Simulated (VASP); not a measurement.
# SrO: single point with r2SCAN

Crystal: SrO.

```
Sr O
1.0
     0.00000    2.57989    2.57989
     2.57989    0.00000    2.57989
     2.57989    2.57989    0.00000
Sr O
1 1
Cartesian
  2.5799 2.5799 2.5799
  0.0000 0.0000 0.0000
```

| Property | Result |
| --- | --- |
| Program | VASP 6.6.1 |
| Task | single point |
| Functional | r2SCAN |
| Potentials or basis | VASP PAW PBE potentials, release 64 (Sr_sv, O) |
| Cutoff | 520 eV |
| k mesh | 2 × 2 × 2 |
| Occupations | gaussian, width 0.01 eV |
| Spin | no spin polarisation |

```json
{"Pressure": "1.0 GPa", "Band gap on the k mesh": "3.54 eV, indirect (least direct gap 3.65 eV)"}
```

Levels at points of the mesh, in eV from the valence-band top:
```tsv
k point	band 5	band 6	band 7	band 8	band 9	band 10	band 11	band 12
(0.00, 0.00, 0.00)	-14.79	0.00	0.00	0.00	4.42	6.54	6.54	6.54
(0.50, 0.00, 0.00)	-13.66	-2.16	-1.14	-1.14	6.94	8.81	9.23	9.23
(0.50, 0.50, 0.00)	-15.14	-0.48	-0.10	-0.10	3.54	8.26	10.63	10.88
```

Wall time 13 s on 1 thread of AMD EPYC 9R45 96-Core Processor (Zen 5) (shared host), peak memory 0.13 GiB.

Caveat: the k points lie up to 1.05 Å⁻¹ apart; the PAW data sets were made with another functional, which shifts forces and pressure a little. r2SCAN opens gaps a little over a GGA but as a rule still falls short of measured ones.
